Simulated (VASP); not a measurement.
Runs of VASP 6.6.1 on Si. The structure is that of space group Fd-3m (No. 227), or close to it. The cells are those of the table. 

| cell | k mesh | cutoff (eV) | smearing | gap on the mesh (eV) | pressure (GPa) |
| --- | --- | --- | --- | --- | --- |
| a = 3.868 Å, angles 60.0°, 2 atoms | 6 × 6 × 6 | 500 | fermi-dirac 0.05 eV | 0.75 | (b) |
| a = 3.868 Å, angles 60.0°, 2 atoms | 9 × 9 × 9 | 500 | fermi-dirac 0.05 eV | 0.63 | -0.1 |
| a = 3.869 Å, angles 60.0°, 2 atoms | 9 × 9 × 9 | 520 | fermi-dirac 0.05 eV | 0.63 | -0.1 |
| a = 3.869 Å, angles 60.0°, 2 atoms | 5 × 5 × 5 | 520 | fermi-dirac 0.1 eV | 0.61 | 0.1 |
| a = 3.869 Å, angles 60.0°, 2 atoms | 3 × 3 × 3 | 520 | fermi-dirac 0.05 eV | 0.72 | (a) |

Alike in all rows: task single point; level PBE; potentials or basis VASP PAW PBE potentials, release 64 (Si); no spin polarisation.

Question: Fill in the values left out.

Answer: (a) 1.7; (b) 0.0.

Caveats: some runs use coarse meshes.

A k mesh can miss the band edges.
